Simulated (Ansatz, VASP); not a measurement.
# One calculation of Cr, two programs

Contents of INCAR:

```
SYSTEM = Cr
  PREC = Accurate
  ENCUT = 520
  EDIFF = 1E-7
  ISMEAR = -1
  SIGMA = 0.05
  LREAL = .FALSE.
  LASPH = .TRUE.
  NELM = 150
  ALGO = Normal
  ISIF = 2
  LWAVE = .FALSE.
  LCHARG = .TRUE.
  ISPIN = 2
  MAGMOM = 3 3 -3 -3
  LORBIT = 11
  LMAXMIX = 4
  GGA = PE
  LELF = .TRUE.
  LVHAR = .TRUE.
  NBANDS = 36
```

The input KPOINTS:

```
Automatic mesh
0
G
  7 10 7
  0 0 0
```

The input POSCAR:

```
Cr
1.0
    0.0000000000      2.9688993551      2.9688993551
    2.9688993551      0.0000000000      0.0000000000
    0.0000000000      2.9688993551     -2.9688993551
Cr
4
Direct
    0.0000000000      0.0000000000      0.0000000000
    0.5000000000      0.0000000000      0.5000000000
    0.5000000000      0.5000000000      0.0000000000
    0.0000000000      0.5000000000      0.5000000000
```

Input for Ansatz:

```yaml
crystal:
  lattice:
    - [0.0, 2.9688993551, 2.9688993551]
    - [2.9688993551, 0.0, 0.0]
    - [0.0, 2.9688993551, -2.9688993551]
  atoms:
    - { symbol: Cr, position: [0.0, 0.0, 0.0], spin: 3.0 }
    - { symbol: Cr, position: [0.5, 0.0, 0.5], spin: 3.0 }
    - { symbol: Cr, position: [0.5, 0.5, 0.0], spin: -3.0 }
    - { symbol: Cr, position: [0.0, 0.5, 0.5], spin: -3.0 }
magnetization:
  spin_polarized: true
kpoints:
  mp_grid: { grid: [7, 10, 7] }
scf:
  occupations: { method: fermi_dirac, width: 0.05 }
  lower_state_search: "off"
hamiltonian:
  xc: pbe
  pseudopotentials: { kind: paw }
output:
  forces: true
  stress: true
  eigenvalues: true
  populations: true
```

Alike in both runs: task single point; functional PBE; k mesh 7 × 10 × 7; occupations fermi-dirac, width 0.05 eV; collinear spin.

|  | VASP | Ansatz |
| --- | --- | --- |
| version | VASP 6.6.1 | Ansatz 0.2.0 |
| potentials or method | VASP PAW PBE potentials, release 64 (Cr_pv) | PAW with Ansatz's default frozen-core files, scalar-relativistic |
| plane-wave cutoff (eV) | 520 | 420 |
| valence electrons in the cell | 48 | 56 |

|  | VASP | Ansatz | Ansatz less VASP |
| --- | --- | --- | --- |
| pressure (GPa) | -13.2 | -13.4 | -0.28 |
| net moment per atom (μB) | 0.00 | 0.00 | 0.000 |
| size of the moment on the site where the two differ most (μB) | 1.82 | 1.70 | -0.116 |

Site moments also hang on the region over which each program counts them. VASP's potentials hold 48 valence electrons a cell and Ansatz's 56, so a difference there can come from the potentials and not from the codes.
